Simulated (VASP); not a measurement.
# Ti4C5: single point with r2SCAN

The system is Ti4C5, a slab with vacuum.

```xyz
9
Lattice="3.0604 0.0000 0.0000 -1.5302 2.6503 0.0000 0.0000 0.0000 27.7457" Properties=species:S:1:pos:R:3 pbc="T T T"
C     0.0000    1.7669    8.5000
C     0.0000    0.0000   10.9988
C     1.5302    0.8834   13.4981
C     0.0000    1.7669   16.0719
C     0.7651    2.2086   17.8013
Ti    1.5302    0.8834    9.7494
Ti    0.0000    1.7669   12.2482
Ti    0.0000    0.0000   14.6935
Ti    1.5302    0.8834   17.1011
```

```json
{
 "Program": "VASP 6.6.1",
 "Task": "single point",
 "Functional": "r2SCAN",
 "Potentials or basis": "VASP PAW PBE potentials, release 64 (C, Ti_sv)",
 "Cutoff": "520 eV",
 "k mesh": "12 × 12 × 1",
 "Occupations": "gaussian, width 0.1 eV",
 "Spin": "no spin polarisation"
}
```

| Property | Result |
| --- | --- |
| Largest force | 6.839 eV/Å |
| Band gap on the k mesh | zero (bands 34 and 35 overlap by 0.79 eV) |

Forces in eV/Å, atoms in the order of the input:
```
C   -0.021 -0.012  0.987
C    0.017  0.010 -0.282
C    0.111  0.064 -0.038
C   -0.078 -0.045 -2.552
C   -1.688 -0.974  6.555
Ti   0.030  0.017 -0.830
Ti   0.024  0.014 -0.125
Ti   0.237  0.137  0.892
Ti   1.368  0.790 -4.607
```

Levels at points of the mesh, in eV from the Fermi level:
| k point | band 30 | band 31 | band 32 | band 33 | band 34 | band 35 | band 36 | band 37 | band 38 | band 39 |
| --- | --- | --- | --- | --- | --- | --- | --- | --- | --- | --- |
| (0.00, 0.00, 0.00) | -1.46 | -0.80 | -0.26 | 0.25 | 0.49 | 0.81 | 1.19 | 1.19 | 1.61 | 1.75 |
| (0.50, 0.00, 0.00) | -2.41 | -2.15 | -1.76 | -1.44 | -0.17 | 0.32 | 0.34 | 1.25 | 2.07 | 2.79 |
| (0.00, 0.50, 0.00) | -2.24 | -1.66 | -1.44 | -1.14 | 0.09 | 0.23 | 0.60 | 1.70 | 2.59 | 2.84 |

It took 48 min on 1 thread of Intel(R) Xeon(R) Platinum 8275CL CPU @ 3.00GHz (Skylake/Cascade Lake), on a shared host, peak memory 0.59 GiB.

Caveat: the PAW data sets were made with another functional, which shifts forces and pressure a little.
